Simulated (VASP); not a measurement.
# Cs3AlF6 in VASP: notebook

Runs on Cs3AlF6. Level: PBE. Tasks: single point, molecular dynamics.

Everything below comes from runs of VASP 6.6.1. Logs are shortened: lines on timing, memory, paths and dates and some standing lists are left out, and cuts for length are marked.

## 1. The cell of the first run

The cell holds a disordered packing, 10 atoms: a = 5.901 Å, b = 6.566 Å, c = 5.938 Å, α = 99.38°, β = 96.39°, γ = 95.04°.

## 2. Single point, PBE

The input, INCAR:

```
SYSTEM = Cs3AlF6
PREC = Accurate
ENCUT = 520
EDIFF = 1E-6
ISMEAR = -1
SIGMA = 0.1
LREAL = .False.
LASPH = .True.
NELM = 100
ALGO = Normal
ISIF = 2
LWAVE = .False.
LCHARG = .False.
GGA = PE
NBANDS = 47
```

The input, KPOINTS:

```
Automatic mesh
0
Gamma
  3 3 3
  0 0 0
```

The input, POSCAR:

```
Cs3AlF6
1.0
    5.8337300000      0.0476660000     -0.8878230000
   -0.6343520000      6.5355450000      0.0140140000
    0.2299710000     -0.9628680000      5.8551940000
Cs Al F
3 1 6
Direct
    0.8345523752      0.2226620896      0.0480230727
    0.3065669395      0.2279853450      0.5818786181
    0.5256252589      0.7228915921      0.2307938202
    0.1366995295      0.8521380296      0.8757465806
    0.6186048148      0.6722671859      0.6902938536
    0.0721449949      0.7933218600      0.3149783548
    0.4743591955      0.9254585771      0.8272348666
    0.7299890998      0.4184765161      0.4830483128
    0.8734875781      0.9944921948      0.5283467206
    0.0411019530      0.6248185209      0.0606736604
```

Potentials or basis: VASP PAW PBE potentials, release 64 (Cs_sv, Al, F).

On the command line:

```sh
$ cat potpaw_PBE.64/Cs_sv/POTCAR potpaw_PBE.64/Al/POTCAR potpaw_PBE.64/F/POTCAR > POTCAR
$ mpirun -np 1 vasp_std > vasp.out
```

OUTCAR:

```text
SYSTEM = Cs3AlF6
   PREC = Accurate
   ENCUT = 520
   EDIFF = 1E-6
   ISMEAR = -1
   LREAL = .False.
   LASPH = .True.
   NELM = 100
   ISIF = 2
   GGA = PE

 ion  position               nearest neighbor table
   1  0.835  0.223  0.048-   4 3.24
   2  0.307  0.228  0.582-
   3  0.526  0.723  0.231-   4 3.21
   4  0.137  0.852  0.876-  10 2.07   7 2.07   3 3.21   1 3.24
   5  0.619  0.672  0.690-
   6  0.072  0.793  0.315-  10 1.70
   7  0.474  0.925  0.827-   4 2.07
   8  0.730  0.418  0.483-
   9  0.873  0.994  0.528-
  10  0.041  0.625  0.061-   6 1.70   4 2.07

  LATTYP: Found a triclinic cell.
 ALAT       =     5.9382908504
 B/A-ratio  =     1.6072379144
 C/A-ratio  =     0.9937360594
 COS(alpha) =     0.0088976033
 COS(beta)  =     0.1113702834
 COS(gamma) =     0.7343429107

  Lattice vectors:

 A1 = (  -0.2299710000,   0.9628680000,  -5.8551940000)
 A2 = (  -0.8643230000,   7.4984130000,  -5.8411800000)
 A3 = (   5.8337300000,   0.0476660000,  -0.8878230000)

Analysis of symmetry for initial positions (statically):
=====================================================================
 Subroutine PRICEL returns:
 Original cell was already a primitive cell.

 Routine SETGRP: Setting up the symmetry group for a
 triclinic supercell.

 Subroutine GETGRP returns: Found  1 space group operations
 (whereof  1 operations were pure point group operations)
 out of a pool of  2 trial point group operations.

The static configuration has the point symmetry C_1 .

Analysis of symmetry for dynamics (positions and initial velocities):
=====================================================================
 Subroutine PRICEL returns:
 Original cell was already a primitive cell.

 Routine SETGRP: Setting up the symmetry group for a
 triclinic supercell.

 Subroutine GETGRP returns: Found  1 space group operations
 (whereof  1 operations were pure point group operations)
 out of a pool of  2 trial point group operations.

The dynamic configuration has the point symmetry C_1 .

 Subroutine INISYM returns: Found  1 space group operations
 (whereof  1 operations are pure point group operations),
 and found     1 'primitive' translations

----------------------------------------------------------------------------------------

                                     Primitive cell

  volume of cell :     224.2867

  direct lattice vectors                    reciprocal lattice vectors
     5.833730000  0.047666000 -0.887823000     0.170676100  0.016574665 -0.003977894
    -0.634352000  6.535545000  0.014014000     0.002567084  0.153204787  0.025093213
     0.229971000 -0.962868000  5.855194000     0.025873471  0.002146531  0.170125307

  length of vectors
     5.901093749  6.566273471  5.938290850     0.171525142  0.155267401  0.172094928

  position of ions in fractional coordinates (direct lattice)
     0.834552375  0.222662090  0.048023073
     0.306566940  0.227985345  0.581878618
     0.525625259  0.722891592  0.230793820
     0.136699529  0.852138030  0.875746581
     0.618604815  0.672267186  0.690293854
     0.072144995  0.793321860  0.314978355
     0.474359195  0.925458577  0.827234867
     0.729989100  0.418476516  0.483048313
     0.873487578  0.994492195  0.528346721
     0.041101953  0.624818521  0.060673660

  ion indices of the primitive-cell ions
   primitive index   ion index
                 1           1
                 2           2
                 3           3
                 4           4
                 5           5
                 6           6
                 7           7
                 8           8
                 9           9
                10          10

----------------------------------------------------------------------------------------

 KPOINTS: Automatic mesh

Automatic generation of k-mesh.
 Grid dimensions read from file:
 generate k-points for:    3    3    3

 Generating k-lattice:

  Cartesian coordinates                     Fractional coordinates (reciprocal lattice)
     0.056892033  0.005524888 -0.001325965     0.333333333 -0.000000000 -0.000000000
     0.000855695  0.051068262  0.008364404     0.000000000  0.333333333 -0.000000000
     0.008624490  0.000715510  0.056708436     0.000000000  0.000000000  0.333333333

  Length of vectors
     0.057175047  0.051755800  0.057364976

  Shift w.r.t. Gamma in fractional coordinates (k-lattice)
     0.000000000  0.000000000  0.000000000

 Subroutine IBZKPT returns following result:
 ===========================================

 Found     14 irreducible k-points:

 Following reciprocal coordinates:
            Coordinates               Weight
  0.000000  0.000000  0.000000      1.000000
  0.333333 -0.000000 -0.000000      2.000000
  0.000000  0.333333  0.000000      2.000000
  0.333333  0.333333  0.000000      2.000000
 -0.333333  0.333333  0.000000      2.000000
 -0.000000  0.000000  0.333333      2.000000
  0.333333  0.000000  0.333333      2.000000
[... 48 lines left out ...]
  Thomas-Fermi vector in A             =   2.257596
   LORBIT       =      0    0 simple, 1 ext, 2 COOP (PROOUT), +10 PAW based schemes
   GGA     = PE    functional components
[... 5 lines left out ...]
 non-spin polarized calculation
  energy-cutoff  :      520.00
  volume of cell :      224.29
 maximum number of plane-waves:      6056
 NGX is ok and might be reduce to    48
   NGX = 21   NGY = 25   NGZ = 23

 number of electron      71.9999983 magnetization

 Free energy of the ion-electron system (eV)
  ---------------------------------------------------
  ext. energy  EPLUGINS =         0.00000000
  ---------------------------------------------------
  free energy    TOTEN  =       -32.64776122 eV

  energy without entropy =      -32.41774938  energy(sigma->0) =      -32.53275530

 E-fermi :   0.7046     XC(G=0):  -8.3801

 val. band max:        0.6922998530   @ k =   0.3333   0.3333   0.0000
 cond. band min:       0.7839728055   @ k =   0.3333  -0.0000  -0.0000
 fundamental gap:      0.0916729525
 Fermi energy:         0.7046089912

 k-point     1 :       0.0000    0.0000    0.0000
  band No.  band energies     occupation
      1     -23.1818      2.00000
      2     -22.2336      2.00000
      3     -20.4816      2.00000
      4     -20.2862      2.00000
      5     -20.0338      2.00000
      6     -19.9302      2.00000
[... 39 lines left out ...]
     46       7.8932      0.00000
     47       7.9379      0.00000

 k-point     2 :       0.3333   -0.0000   -0.0000
  band No.  band energies     occupation
      1     -23.1763      2.00000
      2     -22.2333      2.00000
      3     -20.4612      2.00000
      4     -20.2606      2.00000
      5     -20.0833      2.00000
      6     -19.9402      2.00000
[... 39 lines left out ...]
     46       7.2839      0.00000
     47       7.8467      0.00000

 k-point     3 :       0.0000    0.3333    0.0000
  band No.  band energies     occupation
      1     -23.1799      2.00000
      2     -22.2314      2.00000
      3     -20.5155      2.00000
      4     -20.2926      2.00000
      5     -20.0066      2.00000
      6     -19.9212      2.00000
[... 39 lines left out ...]
     46       7.4685      0.00000
     47       7.7618      0.00000

 k-point     4 :       0.3333    0.3333    0.0000
  band No.  band energies     occupation
      1     -23.1749      2.00000
      2     -22.2304      2.00000
      3     -20.4962      2.00000
      4     -20.2707      2.00000
      5     -20.0660      2.00000
      6     -19.8985      2.00000
[... 439 lines left out ...]
     46       7.4074      0.00000
     47       7.7176      0.00000

 k-point    13 :       0.3333   -0.3333    0.3333
  band No.  band energies     occupation
      1     -23.1744      2.00000
      2     -22.2261      2.00000
      3     -20.4780      2.00000
      4     -20.2679      2.00000
      5     -20.0508      2.00000
      6     -19.9118      2.00000
[... 39 lines left out ...]
     46       7.6063      0.00000
     47       7.8303      0.00000

 k-point    14 :      -0.3333   -0.3333    0.3333
  band No.  band energies     occupation
      1     -23.1741      2.00000
      2     -22.2269      2.00000
      3     -20.4741      2.00000
      4     -20.2387      2.00000
      5     -20.1062      2.00000
      6     -19.9104      2.00000
[... 39 lines left out ...]
     46       7.3933      0.00000
     47       7.8902      0.00000

------------------------ aborting loop because EDIFF is reached ----------------------------------------

  FORCE on cell =-STRESS in cart. coord.  units (eV):
  Direction    XX          YY          ZZ          XY          YZ          ZX
  --------------------------------------------------------------------------------------
  -------------------------------------------------------------------------------------
  Total        1.5669951      9.0087694      8.9934989     -4.6565231      8.9603172     -1.7790283
  in kB       11.1937270     64.3535562     64.2444726    -33.2635688     64.0074411    -12.7083729
  external PRESSURE =      46.5972519 kB  Pullay stress =       0.0000000 kB

 VOLUME and BASIS-vectors are now :
 -----------------------------------------------------------------------------
  energy-cutoff  :      520.00
  volume of cell :      224.29
      direct lattice vectors                 reciprocal lattice vectors
     5.833730000  0.047666000 -0.887823000     0.170676100  0.016574665 -0.003977894
    -0.634352000  6.535545000  0.014014000     0.002567084  0.153204787  0.025093213
     0.229971000 -0.962868000  5.855194000     0.025873471  0.002146531  0.170125307

 POSITION                                       TOTAL-FORCE (eV/Angst)
 -----------------------------------------------------------------------------------
      4.73835      1.44876     -0.45663        -0.249111      0.315354      0.319560
      1.77762      0.94435      3.13803         0.012874      0.738706     -0.381313
      2.66086      4.52732      0.89481         1.270653     -0.436720      0.672473
      0.45831      4.73247      5.01824         0.031643     -1.152543     -0.589425
      3.34107      3.75846      3.50201         0.349035     -0.852761      0.262474
     -0.00994      4.88495      1.79132         0.768645      2.749567      4.469852
      2.37046      5.27447      4.43544        -2.723075      0.537237      1.356897
      4.10418      2.30466      2.18611         0.262539     -0.824225     -0.838419
      4.58634      6.03246      2.33201         0.088390      0.628279      1.099595
     -0.14262      4.02707      0.32752         0.188407     -1.702894     -6.371694
 -----------------------------------------------------------------------------------
    total drift:                               -0.000992      0.000117     -0.000385

  FREE ENERGIE OF THE ION-ELECTRON SYSTEM (eV)
  ---------------------------------------------------
  free  energy   TOTEN  =       -32.6477612163 eV

  energy  without entropy=      -32.4177493754  energy(sigma->0) =      -32.53275530
```

It took 2.4 min on 1 thread of Intel Xeon 6975P-C (Granite Rapids), shared host; peak memory 0.38 GiB.

Results:

```
Free energy            : -32.6478 eV
Pressure               : 4.7 GPa
Largest force          : 6.598 eV/Å
Band gap on the k mesh : 0.04 eV (least direct gap 0.06 eV)
```

Forces in eV/Å, atoms in the order of the input:
```
Cs  -0.249  0.315  0.320
Cs   0.013  0.739 -0.381
Cs   1.271 -0.437  0.672
Al   0.032 -1.153 -0.589
F    0.349 -0.853  0.262
F    0.769  2.750  4.470
F   -2.723  0.537  1.357
F    0.263 -0.824 -0.838
F    0.088  0.628  1.100
F    0.188 -1.703 -6.372
```

Caveat: the smearing spreads over this small gap; semilocal functionals underestimate gaps, and a narrow one can read as zero; spin-orbit coupling is left out, which moves the levels of the heavy elements.

## 3. Single point, PBE

The input, INCAR:

```
PREC = Accurate ; ENCUT = 520
EDIFF = 1E-6 ; ISMEAR = -1
SIGMA = 0.1 ; LREAL = False
LASPH = True ; NELM = 100
ALGO = Normal ; ISIF = 2
LWAVE = False ; LCHARG = True
GGA = PE ; LELF = True
LVHAR = True ; NBANDS = 47
```

The input, KPOINTS:

```
regular mesh
0
Gamma
  3 3 3
```

The input, POSCAR:

```
Cs3AlF6
1.0
    5.8337300000      0.0476660000     -0.8878230000
   -0.6343520000      6.5355450000      0.0140140000
    0.2299710000     -0.9628680000      5.8551940000
Cs Al F
3 1 6
Direct
    0.8333093608      0.2224956862      0.0474136574
    0.3069865606      0.2283450205      0.5836666901
    0.5262420367      0.7216317555      0.2304881506
    0.1402399664      0.8471136993      0.8752023957
    0.6222853133      0.6769871361      0.6856544661
    0.0741735752      0.7978536776      0.3183117220
    0.4716565801      0.9329920529      0.8272053171
    0.7353464107      0.4181377488      0.4851268248
    0.8750699200      0.9950567083      0.5317956120
    0.0275735669      0.6224051811      0.0511465650
```

Potentials or basis: VASP PAW PBE potentials, release 64 (Cs_sv, Al, F).

On the command line:

```sh
$ cat potpaw_PBE.64/Cs_sv/POTCAR potpaw_PBE.64/Al/POTCAR potpaw_PBE.64/F/POTCAR > POTCAR
$ mpirun -np 1 vasp_std > vasp.out
```

Run time: 2.1 min. Hardware: 1 thread of Intel Xeon 6975P-C (Granite Rapids), shared host; peak memory 0.38 GiB.

It converged, with:

```
Free energy            : -33.1587 eV
Pressure               : 3.8 GPa
Largest force          : 5.718 eV/Å
Band gap on the k mesh : zero (filled and empty bands touch)
```

Forces in eV/Å, atoms in the order of the input:
```
Cs  -0.101  0.249  0.312
Cs  -0.043  0.808 -0.456
Cs   1.192 -0.427  0.642
Al  -0.247 -1.255 -0.436
F    0.203 -0.720  0.370
F    1.098  2.261  3.380
F   -2.705  0.150  1.370
F    0.226 -0.809 -0.795
F    0.040  0.655  1.247
F    0.337 -0.912 -5.634
```

Stress tensor (GPa, compression positive):
```
 0.50 -3.42 -0.84
-3.42  5.66  6.15
-0.84  6.15  5.17
```

Levels at points of the mesh, in eV from the Fermi level:
```tsv
k point	band 33	band 34	band 35	band 36	band 37	band 38	band 39	band 40
(0.00, 0.00, 0.00)	-1.35	-1.27	-0.50	-0.10	-0.07	2.37	3.50	4.14
```

Caveat: the k points lie up to 0.36 Å⁻¹ apart; spin-orbit coupling is left out, which moves the levels of the heavy elements.

## 4. Single point, PBE

The input, INCAR:

```
  ALGO = Normal
  EDIFF = 1E-6
  ENCUT = 520
  GGA = PE
  ISIF = 2
  ISMEAR = -1
  LASPH = True
  LCHARG = False
  LREAL = False
  LWAVE = False
  NBANDS = 47
  NELM = 100
  PREC = Accurate
  SIGMA = 0.1
```

The input, KPOINTS:

```
k-points
0
Gamma
  3 3 3
```

The input, POSCAR:

```
Cs3AlF6
1.0
    5.8337300000      0.0476660000     -0.8878230000
   -0.6343520000      6.5355450000      0.0140140000
    0.2299710000     -0.9628680000      5.8551940000
Cs Al F
3 1 6
Direct
    0.8322322348      0.2223864158      0.0469281455
    0.3073516114      0.2287306296      0.5851451547
    0.5269074182      0.7205199267      0.2303274936
    0.1430771558      0.8420935745      0.8744504606
    0.6255456909      0.6805324182      0.6819922398
    0.0769639032      0.8039028018      0.3242048734
    0.4670163286      0.9397169559      0.8279964156
    0.7400730762      0.4171238096      0.4862387695
    0.8764976340      0.9961988305      0.5358205088
    0.0163046125      0.6189313759      0.0382337299
```

On the command line:

```sh
$ cat potpaw_PBE.64/Cs_sv/POTCAR potpaw_PBE.64/Al/POTCAR potpaw_PBE.64/F/POTCAR > POTCAR
$ mpirun -np 1 vasp_std > vasp.out
```

It took 2.7 min on 1 thread of Intel Xeon 6975P-C (Granite Rapids), shared host; peak memory 0.38 GiB.

The run converged. Its results:

```
Free energy            : -33.7941 eV
Pressure               : 2.8 GPa
Largest force          : 4.777 eV/Å
Band gap on the k mesh : zero (bands 36 and 37 overlap by 0.01 eV)
```

Forces on the atoms (eV/Å):
```
Cs   0.023  0.200  0.308
Cs  -0.100  0.886 -0.535
Cs   1.141 -0.415  0.635
Al  -0.530 -1.391 -0.295
F    0.056 -0.590  0.475
F    1.348  1.656  2.064
F   -2.714 -0.228  1.400
F    0.193 -0.793 -0.769
F   -0.046  0.680  1.452
F    0.629 -0.005 -4.736
```

Stress tensor (GPa, compression positive):
```
-0.15 -3.69 -0.59
-3.69  4.79  5.84
-0.59  5.84  3.66
```

Levels at points of the mesh, in eV from the Fermi level:
| k point | band 34 | band 35 | band 36 | band 37 | band 38 | band 39 |
| --- | --- | --- | --- | --- | --- | --- |
| (0.00, 0.00, 0.00) | -1.16 | -0.44 | -0.14 | -0.08 | 2.44 | 3.51 |

Caveat: the k points lie up to 0.36 Å⁻¹ apart; spin-orbit coupling is left out, which moves the levels of the heavy elements.

## 5. Molecular dynamics, PBE

The input, INCAR:

```
  PREC = Accurate
  ENCUT = 520
  EDIFF = 1E-5
  ISMEAR = -1
  SIGMA = 0.1
  LREAL = False
  LASPH = True
  NELM = 100
  ALGO = Normal
  ISIF = 2
  LWAVE = False
  LCHARG = False
  GGA = PE
  IBRION = 0
  NSW = 20
  POTIM = 0.5
  TEBEG = 1200.0
  TEEND = 1200.0
  ISYM = 0
  NELMIN = 4
  RANDOM_SEED = 323822 0 0
  MDALGO = 1
  ANDERSEN_PROB = 0.0
```

The input, KPOINTS:

```
regular mesh
0
Gamma
  3 3 3
```

The input, POSCAR:

```
Cs3AlF6
1.0
    5.8337300000      0.0476660000     -0.8878230000
   -0.6343520000      6.5355450000      0.0140140000
    0.2299710000     -0.9628680000      5.8551940000
Cs Al F
3 1 6
Direct
    0.8357610000      0.2228790000      0.0486770000
    0.3061610000      0.2277160000      0.5800340000
    0.5251910000      0.7241110000      0.2312320000
    0.1331170000      0.8563090000      0.8758610000
    0.6151930000      0.6667900000      0.6952450000
    0.0711250000      0.7920650000      0.3164390000
    0.4741610000      0.9186010000      0.8282790000
    0.7248340000      0.4178870000      0.4800910000
    0.8720430000      0.9947100000      0.5261050000
    0.0548420000      0.6246950000      0.0635180000
```

On the command line:

```sh
$ cat potpaw_PBE.64/Cs_sv/POTCAR potpaw_PBE.64/Al/POTCAR potpaw_PBE.64/F/POTCAR > POTCAR
$ mpirun -np 1 vasp_std > vasp.out
```

It took 8.8 min on 1 thread of Intel Xeon 6975P-C (Granite Rapids), shared host; peak memory 0.53 GiB.

The path:
```tsv
step	potential energy change (eV)	largest force (eV/Å)	pressure (GPa)	volume (Å³)	temperature (K)
1	0.0000	6.6389	4.81	224.29	1197
2	-0.0015	6.6553	4.82	224.29	1198
3	-0.0140	6.6521	4.77	224.29	1209
4	-0.0375	6.6249	4.73	224.29	1229
5	-0.0719	6.5932	4.68	224.29	1259
6	-0.1169	6.5254	4.61	224.29	1297
7	-0.1721	6.4420	4.51	224.29	1345
8	-0.2370	6.3578	4.44	224.29	1401
9	-0.3111	6.2511	4.28	224.29	1464
10	-0.3936	6.1309	4.20	224.29	1535
11	-0.4838	6.0013	4.02	224.29	1613
12	-0.5811	5.8702	3.89	224.29	1696
13	-0.6847	5.7290	3.72	224.29	1785
14	-0.7938	5.5772	3.55	224.29	1879
15	-0.9076	5.4282	3.36	224.29	1977
16	-1.0256	5.2782	3.22	224.29	2078
17	-1.1470	5.1289	3.02	224.29	2183
18	-1.2712	4.9785	2.86	224.29	2289
19	-1.3977	4.8334	2.68	224.29	2398
20	-1.5259	4.6873	2.50	224.29	2508
```

Caveat: the k points lie up to 0.36 Å⁻¹ apart; spin-orbit coupling is left out, which moves the levels of the heavy elements.

## 6. The runs side by side

```csv
task,cell,gap on the mesh (eV),pressure (GPa),largest force (eV/Å)
single point,"as given, atomic positions A",0.04,4.7,6.60
single point,"as given, atomic positions B",none,3.8,5.72
single point,"as given, atomic positions C",none,2.8,4.78
molecular dynamics,"as given, atomic positions D",-,-,-
```

Alike in all rows: level PBE; potentials or basis VASP PAW PBE potentials, release 64 (Cs_sv, Al, F); no spin polarisation; k mesh 3 × 3 × 3; cutoff (eV) 520; smearing fermi-dirac 0.1 eV.

Caveats: some runs use coarse meshes; spin-orbit coupling is left out, which moves the levels of the heavy elements; the smearing spreads over this small gap (at least some runs); semilocal functionals underestimate gaps, and a narrow one can read as zero (at least some runs).

Total energies depend on the potentials used, so only differences within one code and one set of settings carry meaning.

The gap in the log of VASP goes by the Fermi energy; the results here count the filled bands.